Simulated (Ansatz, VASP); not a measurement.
**One calculation of AgCl, two programs**

```
Ag Cl
1.0
     3.44538    0.00000    0.00000
     0.00000    3.44538    0.00000
     0.00000    0.00000    3.44538
Ag Cl
1 1
Direct
  0.00000 0.00000 0.00000
  0.50000 0.50000 0.50000
```

Change from the starting cell: volume scaled by 1.01, crystal datasets.

Alike in both runs: task electric field gradients; functional PBE; k mesh 9 × 9 × 9; occupations fermi-dirac, width 0.01 eV; no spin polarisation.

```csv
,VASP,Ansatz
version,VASP 6.6.1,Ansatz 0.2.0
potentials or method,"VASP PAW PBE potentials, release 64 (Ag, Cl), cutoff 520 eV","all-electron PAW with datasets made for the crystal, scalar-relativistic"
```

```csv
,VASP,Ansatz,Ansatz less VASP
gap on the k mesh at the Fermi level (eV),0.60,0.60,+0.002
pressure (GPa),-0.7,-0.6,+0.13
```

Ansatz ran all-electron here, and VASP with PAW potentials.
